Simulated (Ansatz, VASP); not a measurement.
# One calculation of HfN, two programs

File INCAR:

```
PREC = Accurate
ENCUT = 520
EDIFF = 1E-7
ISMEAR = 0
SIGMA = 0.15
LREAL = False
LASPH = True
NELM = 100
ALGO = Normal
ISIF = 2
LWAVE = False
LCHARG = False
GGA = PE
NBANDS = 14
```

The input KPOINTS:

```
regular mesh
0
Gamma
  18 18 18
```

File POSCAR:

```
HfN
1.0
    0.0000000000      2.1686400000      2.2590000000
    2.1686400000      0.0000000000      2.2590000000
    2.1686400000      2.1686400000      0.0000000000
Hf N
1 1
Direct
    0.0000000000      0.0000000000      0.0000000000
    0.5000000000      0.5000000000      0.5000000000
```

Input for Ansatz:

```yaml
crystal:
  lattice:
    - [0.0, 2.16864, 2.259]
    - [2.16864, 0.0, 2.259]
    - [2.16864, 2.16864, 0.0]
  atoms:
    - { symbol: Hf, position: [0.0, 0.0, 0.0] }
    - { symbol: "N", position: [0.5, 0.5, 0.5] }
basis:
  ecutwfc: 420
kpoints:
  mp_grid: { grid: [18, 18, 18] }
hamiltonian:
  xc: pbe
scf:
  occupations: { method: gaussian, width: 0.15 }
output:
  forces: true
  stress: true
  eigenvalues: true
```

Change from the starting cell: strain -0.040 along x and y, +0.000 along z, atoms carried along.

Alike in both runs: task single point; functional PBE; k mesh 18 × 18 × 18; occupations gaussian, width 0.15 eV; no spin polarisation.

|  | VASP | Ansatz |
| --- | --- | --- |
| version | VASP 6.6.1 | Ansatz 0.2.0 |
| potentials or method | VASP PAW PBE potentials, release 64 (Hf_pv, N), cutoff 520 eV | scalar-relativistic, plane waves, PAW |
| valence electrons in the cell | 15 | 31 |

Ansatz gave:

* gap on the k mesh at the Fermi level (eV): none
* pressure (GPa): 34.4
* traceless stress, the component that is largest in VASP (GPa): -18.80

Question: Which values does VASP return?

Answer: gap on the k mesh at the Fermi level (eV): none; pressure (GPa): 31.9; traceless stress, the component that is largest in VASP (GPa): -18.74.

A gap of «none» marks a metal or a gap that the smearing closes. Both programs put the cell under a high pressure, so it lies far from rest at this level. VASP's potentials hold 15 valence electrons a cell and Ansatz's 31, so a difference there can come from the potentials and not from the codes.

Neither program's run includes spin-orbit coupling.
